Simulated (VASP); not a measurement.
# AlN in VASP: a series of runs

The runs below take AlN through single point, relaxation of cell and atoms, with PBE.

Everything below comes from runs of VASP 6.6.1. Logs are shortened: lines on timing, memory, paths and dates and some standing lists are left out, and cuts for length are marked.

### 1 The cell of the first run

Symmetry: Fm-3m, No. 225, cubic system. The conventional cell has a = 4.071 Å, b = 4.071 Å, c = 4.071 Å, α = 90.00°, β = 90.00°, γ = 90.00°. Al (site symmetry m-3m) has 6 N at 2.04 Å within 2.7 Å. N (site symmetry m-3m) has 6 Al at 2.04 Å within 2.7 Å.

The cell was built from a structure type or drawn by symmetry, and may not be a known phase.

### 2 Single point, PBE

INCAR reads:

```
PREC     = Accurate       # precision mode
ENCUT    = 520            # plane-wave cutoff, eV
EDIFF    = 1E-6           # SCF threshold, eV
ISMEAR   = 0              # smearing method
SIGMA    = 0.02           # smearing width, eV
LREAL    = F              # projectors in reciprocal space
LASPH    = T              # aspherical terms in the spheres
NELM     = 100            # most SCF steps
ALGO     = Normal         # electronic algorithm
ISIF     = 2              # what is computed and relaxed
LWAVE    = F              # write WAVECAR
LCHARG   = F              # write CHGCAR
GGA      = PE             # functional
NBANDS   = 11             # bands
```

KPOINTS reads:

```
regular mesh
0
Gamma
  10 10 10
```

POSCAR reads:

```
AlN
1.0
    0.0000000000      2.0352676073      2.0352676073
    2.0352676073      0.0000000000      2.0352676073
    2.0352676073      2.0352676073      0.0000000000
Al N
1 1
Direct
    0.5000000000      0.5000000000      0.5000000000
    0.0000000000      0.0000000000      0.0000000000
```

Potentials or basis: VASP PAW PBE potentials, release 64 (Al, N).

On the command line:

```
cat potpaw_PBE.64/Al/POTCAR potpaw_PBE.64/N/POTCAR > POTCAR
mpirun -np 1 vasp_std > vasp.out
```

OUTCAR:

```text
PREC = Accurate
   ENCUT = 520
   EDIFF = 1E-6
   ISMEAR = 0
   LREAL = F
   LASPH = T
   NELM = 100
   ISIF = 2
   GGA = PE

 ion  position               nearest neighbor table
   1  0.500  0.500  0.500-   2 2.04   2 2.04   2 2.04   2 2.04   2 2.04   2 2.04
   2  0.000  0.000  0.000-   1 2.04   1 2.04   1 2.04   1 2.04   1 2.04   1 2.04

  LATTYP: Found a face centered cubic cell.
 ALAT       =     4.0705352146

  Lattice vectors:

 A1 = (   0.0000000000,   2.0352676073,   2.0352676073)
 A2 = (   2.0352676073,   0.0000000000,   2.0352676073)
 A3 = (   2.0352676073,   2.0352676073,   0.0000000000)

Analysis of symmetry for initial positions (statically):
=====================================================================
 Subroutine PRICEL returns:
 Original cell was already a primitive cell.

 Routine SETGRP: Setting up the symmetry group for a
 face centered cubic supercell.

 Subroutine GETGRP returns: Found 48 space group operations
 (whereof 48 operations were pure point group operations)
 out of a pool of 48 trial point group operations.

The static configuration has the point symmetry O_h .

Analysis of symmetry for dynamics (positions and initial velocities):
=====================================================================
 Subroutine PRICEL returns:
 Original cell was already a primitive cell.

 Routine SETGRP: Setting up the symmetry group for a
 face centered cubic supercell.

 Subroutine GETGRP returns: Found 48 space group operations
 (whereof 48 operations were pure point group operations)
 out of a pool of 48 trial point group operations.

The dynamic configuration has the point symmetry O_h .

 Subroutine INISYM returns: Found 48 space group operations
 (whereof 48 operations are pure point group operations),
 and found     1 'primitive' translations

----------------------------------------------------------------------------------------

                                     Primitive cell

  volume of cell :      16.8614

  direct lattice vectors                    reciprocal lattice vectors
     0.000000000  2.035267607  2.035267607    -0.245667940  0.245667940  0.245667940
     2.035267607  0.000000000  2.035267607     0.245667940 -0.245667940  0.245667940
     2.035267607  2.035267607  0.000000000     0.245667940  0.245667940 -0.245667940

  length of vectors
     2.878303053  2.878303053  2.878303053     0.425509354  0.425509354  0.425509354

  position of ions in fractional coordinates (direct lattice)
     0.500000000  0.500000000  0.500000000
     0.000000000  0.000000000  0.000000000

  ion indices of the primitive-cell ions
   primitive index   ion index
                 1           1
                 2           2

----------------------------------------------------------------------------------------

 KPOINTS: regular mesh

Automatic generation of k-mesh.
 Grid dimensions read from file:
 generate k-points for:   10   10   10

 Generating k-lattice:

  Cartesian coordinates                     Fractional coordinates (reciprocal lattice)
    -0.024566794  0.024566794  0.024566794     0.100000000  0.000000000  0.000000000
     0.024566794 -0.024566794  0.024566794     0.000000000  0.100000000  0.000000000
     0.024566794  0.024566794 -0.024566794     0.000000000  0.000000000  0.100000000

  Length of vectors
     0.042550935  0.042550935  0.042550935

  Shift w.r.t. Gamma in fractional coordinates (k-lattice)
     0.000000000  0.000000000  0.000000000

 Subroutine IBZKPT returns following result:
 ===========================================

 Found     47 irreducible k-points:

 Following reciprocal coordinates:
            Coordinates               Weight
  0.000000  0.000000  0.000000      1.000000
  0.100000  0.000000  0.000000      8.000000
  0.200000  0.000000  0.000000      8.000000
  0.300000  0.000000  0.000000      8.000000
  0.400000  0.000000  0.000000      8.000000
  0.500000  0.000000  0.000000      4.000000
[... 16 lines left out ...]
  0.300000  0.300000  0.000000      6.000000
  0.400000  0.300000  0.000000     24.000000
 [... further k-points ...]
   k-points           NKPTS =     47   k-points in BZ     NKDIM =     47   number of bands    NBANDS=     11
   number of dos      NEDOS =    301   number of ions     NIONS =      2
   total plane-waves  NPLWV =  13824
   dimension x,y,z NGX =    24 NGY =   24 NGZ =   24
   dimension x,y,z NGXF=    48 NGYF=   48 NGZF=   48
   ions per type =               1   1
   NGX,Y,Z   is equivalent  to a cutoff of  13.86, 13.86, 13.86 a.u.
   NGXF,Y,Z  is equivalent  to a cutoff of  27.72, 27.72, 27.72 a.u.
 SYSTEM =  unknown system
   PREC   = accura    normal or accurate (medium, high low for compatibility)
   ISTART =      0    job   : 0-new  1-cont  2-samecut
   ICHARG =      2    charge: 1-file 2-atom 10-const
   ISPIN  =      1    spin polarized calculation?
   LNONCOLLINEAR =      F non collinear calculations
   LSORBIT =      F    spin-orbit coupling
   LASPH  =      T    aspherical Exc in radial PAW
   ENCUT  =  520.0 eV  38.22 Ry    6.18 a.u.   5.35  5.35  5.35*2*pi/ulx,y,z
   NELM   =    100;   NELMIN=  2; NELMDL= -5     # of ELM steps
   EDIFF  = 0.1E-05   stopping-criterion for ELM
   LREAL  =      F    real-space projection
   EDIFFG = 0.1E-04   stopping-criterion for IOM
   NSW    =      0    number of steps for IOM
   IBRION =     -1    ionic relax: 0-MD 1-quasi-New 2-CG
   NFREE  =      0    steps in history (QN), initial steepest desc. (CG)
   ISIF   =      2    stress and relaxation
   ISYM   =      2    0-nonsym 1-usesym 2-fastsym
   POTIM  = 0.5000    time-step for ionic-motion
   TEBEG  =    0.0;   TEEND  =   0.0 temperature during run
   PSTRESS=    0.0 pullay stress
   NELECT =       8.0000    total number of electrons
   NUPDOWN=      -1.0000    fix difference up-down
   EMIN   =  10.00;   EMAX   =-10.00  energy-range for DOS
   EFERMI =   0.00;   METHOD = LEGACY
   ISMEAR =     0;   SIGMA  =   0.02  broadening in eV -4-tet -1-fermi 0-gaus
   EFERMI_NEDOS =   21; number of points for ismear=-14 and -15
   IALGO  =     38    algorithm
   IMIX   =      4    mixing-type and parameters
     AMIX     =   0.40;   BMIX     =  1.00
     AMIX_MAG =   1.60;   BMIX_MAG =  1.00
  volume/ion in A,a.u.               =       8.43        56.89
  Fermi-wavevector in a.u.,A,eV,Ry     =   1.276850  2.412897 22.182212  1.630347
  Thomas-Fermi vector in A             =   2.409483
   LORBIT       =      0    0 simple, 1 ext, 2 COOP (PROOUT), +10 PAW based schemes
   GGA     = PE    functional components
   LHFCALC =     F    Hartree Fock is set to
   AEXX    =    0.0000 exact exchange contribution
   IVDW    =     0    specifies the selected vdW correction
   LEPSILON=     F    determine dielectric tensor
   LRPA    =     F    only Hartree local field effects (RPA)
 non-spin polarized calculation
 Gauss-broadening in eV      SIGMA  =   0.02
  energy-cutoff  :      520.00
  volume of cell :       16.86
 maximum number of plane-waves:       469
 NGX is ok and might be reduce to    24

 number of electron       8.0000000 magnetization

 Free energy of the ion-electron system (eV)
  ---------------------------------------------------
  ext. energy  EPLUGINS =         0.00000000
  ---------------------------------------------------
  free energy    TOTEN  =       -14.54590593 eV

  energy without entropy =      -14.54590593  energy(sigma->0) =      -14.54590593

 E-fermi :   9.8658     XC(G=0): -12.1913

 val. band max:        9.7037526986   @ k =   0.0000   0.0000   0.0000
 cond. band min:      14.1169047505   @ k =   0.5000   0.5000   0.0000
 fundamental gap:      4.4131520519
 Fermi energy:         9.8657938620

 k-point     1 :       0.0000    0.0000    0.0000
  band No.  band energies     occupation
      1      -7.6670      2.00000
      2       9.7038      2.00000
      3       9.7038      2.00000
      4       9.7038      2.00000
      5      15.0944      0.00000
      6      21.8056      0.00000
      7      21.8056      0.00000
      8      21.8056      0.00000
      9      26.8922      0.00000
     10      27.3451      0.00000
     11      27.3451      0.00000

 k-point     2 :       0.1000    0.0000    0.0000
  band No.  band energies     occupation
      1      -7.4659      2.00000
      2       8.6863      2.00000
      3       9.5860      2.00000
      4       9.5860      2.00000
      5      15.7358      0.00000
      6      20.9011      0.00000
      7      22.0931      0.00000
      8      22.0931      0.00000
      9      25.7135      0.00000
     10      25.7135      0.00000
     11      27.6848      0.00000

 k-point     3 :       0.2000    0.0000    0.0000
  band No.  band energies     occupation
      1      -6.8810      2.00000
      2       6.5679      2.00000
      3       9.2998      2.00000
      4       9.2998      2.00000
      5      16.4303      0.00000
      6      20.3501      0.00000
      7      22.2214      0.00000
      8      22.2214      0.00000
      9      25.1600      0.00000
     10      25.1600      0.00000
     11      26.9942      0.00000

 k-point     4 :       0.3000    0.0000    0.0000
  band No.  band energies     occupation
      1      -5.9863      2.00000
      2       4.2776      2.00000
      3       8.9823      2.00000
      4       8.9823      2.00000
      5      16.2243      0.00000
      6      21.2123      0.00000
      7      21.4544      0.00000
      8      21.4544      0.00000
      9      26.1881      0.00000
     10      26.6548      0.00000
     11      26.6548      0.00000
[... 239 lines left out ...]
 k-point    22 :      -0.2000    0.2000    0.0000
  band No.  band energies     occupation
      1      -5.6970      2.00000
      2       4.7988      2.00000
      3       6.8296      2.00000
      4       9.0478      2.00000
      5      18.1603      0.00000
      6      19.6258      0.00000
      7      20.3149      0.00000
      8      22.0437      0.00000
      9      24.6366      0.00000
     10      28.6255      0.00000
     11      29.9010      0.00000

 k-point    23 :       0.3000    0.3000    0.0000
  band No.  band energies     occupation
      1      -5.4594      2.00000
      2       4.9460      2.00000
      3       7.7216      2.00000
      4       7.7216      2.00000
      5      16.3685      0.00000
      6      16.4221      0.00000
      7      21.2309      0.00000
      8      25.1040      0.00000
      9      25.1040      0.00000
     10      30.0571      0.00000
     11      33.5179      0.00000

 k-point    24 :       0.4000    0.3000    0.0000
  band No.  band energies     occupation
      1      -4.7221      2.00000
      2       3.9366      2.00000
      3       6.9622      2.00000
      4       7.4691      2.00000
      5      15.7084      0.00000
      6      16.5734      0.00000
      7      21.6856      0.00000
      8      25.0591      0.00000
      9      25.7969      0.00000
     10      31.3143      0.00000
     11      34.1976      0.00000

 [... further k-points ...]

------------------------ aborting loop because EDIFF is reached ----------------------------------------

  FORCE on cell =-STRESS in cart. coord.  units (eV):
  Direction    XX          YY          ZZ          XY          YZ          ZX
  --------------------------------------------------------------------------------------
  -------------------------------------------------------------------------------------
  Total       -0.0283658     -0.0283658     -0.0283658     -0.0000000     -0.0000000     -0.0000000
  in kB       -2.6953245     -2.6953245     -2.6953245     -0.0000000     -0.0000000     -0.0000000
  external PRESSURE =      -2.6953245 kB  Pullay stress =       0.0000000 kB

 VOLUME and BASIS-vectors are now :
 -----------------------------------------------------------------------------
  energy-cutoff  :      520.00
  volume of cell :       16.86
      direct lattice vectors                 reciprocal lattice vectors
     0.000000000  2.035267607  2.035267607    -0.245667940  0.245667940  0.245667940
     2.035267607  0.000000000  2.035267607     0.245667940 -0.245667940  0.245667940
     2.035267607  2.035267607  0.000000000     0.245667940  0.245667940 -0.245667940

 POSITION                                       TOTAL-FORCE (eV/Angst)
 -----------------------------------------------------------------------------------
      2.03527      2.03527      2.03527        -0.000000      0.000000      0.000000
      0.00000      0.00000      0.00000         0.000000     -0.000000     -0.000000
 -----------------------------------------------------------------------------------
    total drift:                                0.000000     -0.000000     -0.000000

  FREE ENERGIE OF THE ION-ELECTRON SYSTEM (eV)
  ---------------------------------------------------
  free  energy   TOTEN  =       -14.5459059254 eV

  energy  without entropy=      -14.5459059254  energy(sigma->0) =      -14.54590593
```

It took 6.6 s on 1 thread of Intel Xeon Platinum 8259CL at 2.50GHz (Skylake/Cascade Lake), shared host; peak memory 0.13 GiB.

Results:

| Quantity | Value |
| --- | --- |
| Free energy | -14.5459 eV |
| Pressure | -0.3 GPa |
| Band gap on the k mesh | 4.41 eV (least direct gap 5.39 eV) |

Levels at points of the mesh, in eV from the valence-band top:
```
           k point  band 1  band 2  band 3  band 4  band 5  band 6  band 7  band 8  band 9
(0.00, 0.00, 0.00)  -17.37    0.00    0.00    0.00    5.39   12.10   12.10   12.10   17.19
(0.50, 0.00, 0.00)  -14.19   -8.18   -1.04   -1.04    6.01   10.84   10.84   13.00   15.88
(0.50, 0.50, 0.00)  -13.24   -7.25   -2.75   -2.75    4.41    5.34   13.80   16.93   16.93
```

A k mesh can miss the band edges.

### 3 Single point, PBE

This run uses another cell than the first one: it holds 4 atoms, not 2.

INCAR reads:

```
ALGO = Normal ; EDIFF = 1E-6
ENCUT = 520 ; GGA = PE
ISIF = 2 ; ISMEAR = 0
LASPH = T ; LCHARG = F
LREAL = F ; LWAVE = F
NBANDS = 16 ; NELM = 100
PREC = Accurate ; SIGMA = 0.1
```

KPOINTS reads:

```
k-points
0
Gamma
  6 6 6
```

POSCAR reads:

```
AlN
1.0
    0.0000000000      2.0352676073      2.0352676073
    2.0352676073      2.0352676073      0.0000000000
   -2.0352676073      4.0705352146     -2.0352676073
Al N
2 2
Direct
    0.7500000000      0.7500000000      0.7500000000
    0.2500000000      0.2500000000      0.2500000000
    0.5000000000      0.5000000000      0.5000000000
    0.0000000000      1.0000000000      1.0000000000
```

Potentials or basis: VASP PAW PBE potentials, release 64 (Al, N).

On the command line:

```
cat potpaw_PBE.64/Al/POTCAR potpaw_PBE.64/N/POTCAR > POTCAR
mpirun -np 1 vasp_std > vasp.out
```

Run time: 16 s. Hardware: 1 thread of Intel Xeon Platinum 8259CL at 2.50GHz (Skylake/Cascade Lake), shared host; peak memory 0.15 GiB.

It converged, with:

```yaml
Free_energy: -29.0867 eV
Pressure: -0.3 GPa
Band_gap_on_the_k_mesh: 4.41 eV
```

Levels at points of the mesh, in eV from the valence-band top:
| k point | band 6 | band 7 | band 8 | band 9 | band 10 | band 11 |
| --- | --- | --- | --- | --- | --- | --- |
| (0.00, 0.00, 0.00) | 0.00 | 0.00 | 0.00 | 5.39 | 6.01 | 10.83 |
| (0.50, 0.00, 0.00) | -3.76 | -2.00 | -2.00 | 6.44 | 6.44 | 9.27 |
| (0.50, 0.50, 0.00) | -2.75 | -1.04 | -1.04 | 4.41 | 5.33 | 6.01 |
| (0.00, 0.00, 0.50) | -0.57 | -0.57 | -0.57 | 6.70 | 6.70 | 10.96 |

Caveat: the k points lie up to 0.43 Å⁻¹ apart.

### 4 Relaxation of cell and atoms, PBE

INCAR reads:

```
PREC     = Accurate       # precision mode
ENCUT    = 600            # plane-wave cutoff, eV
EDIFF    = 1E-7           # SCF threshold, eV
ISMEAR   = 0              # smearing method
SIGMA    = 0.02           # smearing width, eV
LREAL    = False          # projectors in reciprocal space
LASPH    = True           # aspherical terms in the spheres
NELM     = 100            # most SCF steps
ALGO     = Normal         # electronic algorithm
ISIF     = 3              # what is computed and relaxed
LWAVE    = False          # write WAVECAR
LCHARG   = False          # write CHGCAR
GGA      = PE             # functional
IBRION   = 2              # ionic algorithm
NSW      = 100            # ionic steps
EDIFFG   = -0.01          # ionic threshold
```

KPOINTS reads:

```
regular mesh
0
Gamma
  10 10 10
```

POSCAR reads:

```
AlN
1.0
    0.0000000000      2.0348486867      2.0348486867
    2.0348486867      0.0000000000      2.0348486867
    2.0348486867      2.0348486867      0.0000000000
Al N
1 1
Direct
    0.5000000000      0.5000000000      0.5000000000
    0.0000000000      0.0000000000      0.0000000000
```

On the command line:

```
cat potpaw_PBE.64/Al/POTCAR potpaw_PBE.64/N/POTCAR > POTCAR
mpirun -np 1 vasp_std > vasp.out
```

Run time: 12 s. Hardware: 1 thread of Intel Xeon Platinum 8259CL at 2.50GHz (Skylake/Cascade Lake), shared host; peak memory 0.13 GiB.

It converged, with:

```yaml
Free_energy: -14.5477 eV
Relaxed_volume: 8.42 Å³/atom
Relaxed_cell: a = 2.877 Å, b = 2.877 Å, c = 2.877 Å, α = 60.00°, β = 60.00°, γ = 60.00°
Space_group_after_relaxing_to_0.1_Å: Fm-3m (No. 225)
Energy_gained_by_relaxing: 0.0 meV/atom
Ionic_steps: 3
Pressure_after_relaxing: 0.0 GPa
Band_gap_on_the_k_mesh: 4.43 eV (least direct gap 5.42 eV)
```

Final structure:
```xyz
2
Lattice="0.0000 2.0341 2.0341 2.0341 0.0000 2.0341 2.0341 2.0341 0.0000" Properties=species:S:1:pos:R:3 pbc="T T T"
Al    2.0341    2.0341    2.0341
N     0.0000    0.0000    0.0000
```

Levels at points of the mesh, in eV from the valence-band top:
```csv
k point,band 2,band 3,band 4,band 5,band 6,band 7
"(0.00, 0.00, 0.00)",0.00,0.00,0.00,5.42,12.11,12.11
"(0.50, 0.00, 0.00)",-8.19,-1.04,-1.04,6.02,10.85,10.85
"(0.50, 0.50, 0.00)",-7.26,-2.75,-2.75,4.43,5.33,13.83
```

A k mesh can miss the band edges.

(Part 1 of 2 ends here.)
